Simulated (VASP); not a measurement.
SbPt: single point with PBEsol

The system is SbPt.

```xyz
4
Lattice="4.3585 0.0000 0.0000 -2.1792 3.7745 0.0000 0.0000 0.0000 5.3261" Properties=species:S:1:pos:R:3 pbc="T T T"
Sb    0.0000    2.5164    1.3315
Sb    2.1792    1.2582    3.9946
Pt    0.0000    0.0000    0.0000
Pt    0.0000    0.0000    2.6631
```

This cell differs from its parent crystal: biaxial strain in the a-b plane: +4.5 %, then relaxed in part.

```json
{
 "Program": "VASP 6.6.1",
 "Task": "single point",
 "Functional": "PBEsol",
 "Potentials or basis": "VASP PAW PBE potentials, release 64 (Sb, Pt)",
 "Cutoff": "520 eV",
 "k mesh": "12 × 12 × 10",
 "Occupations": "gaussian, width 0.1 eV",
 "Spin": "no spin polarisation"
}
```

```
Pressure               : -6.5 GPa
Band gap on the k mesh : zero (bands 15 and 16 overlap by 3.66 eV)
```

Stress tensor (GPa, compression positive):
```
-9.57  0.00  0.00
 0.00 -9.57  0.00
 0.00  0.00 -0.24
```

Levels at points of the mesh, in eV from the Fermi level:
| k point | band 11 | band 12 | band 13 | band 14 | band 15 | band 16 | band 17 | band 18 | band 19 | band 20 |
| --- | --- | --- | --- | --- | --- | --- | --- | --- | --- | --- |
| (0.00, 0.00, 0.00) | -1.46 | -1.46 | -0.24 | -0.24 | 1.37 | 2.12 | 2.39 | 2.58 | 2.99 | 2.99 |
| (0.50, 0.00, 0.00) | -2.66 | -2.59 | -2.35 | -1.55 | -1.45 | -1.01 | 2.31 | 3.92 | 4.03 | 4.42 |
| (0.00, 0.00, 0.50) | -3.22 | -3.22 | -1.22 | -1.22 | 2.11 | 2.11 | 2.11 | 2.11 | 4.61 | 4.61 |
| (0.50, 0.00, 0.50) | -2.88 | -2.88 | -2.68 | -2.68 | 0.35 | 0.35 | 1.32 | 1.32 | 4.30 | 4.30 |

It took 120 s on 1 thread of AMD EPYC 9R45 96-Core Processor (Zen 5) (shared host), peak memory 0.31 GiB.

Caveat: the cell differs from its parent crystal (biaxial strain in the a-b plane: +4.5 %, then relaxed in part); the stress differs along the axes, from -10 to -0 GPa; the PAW data sets were made with another functional, which shifts forces and pressure a little; spin-orbit coupling is left out, which moves the levels of the heavy elements.
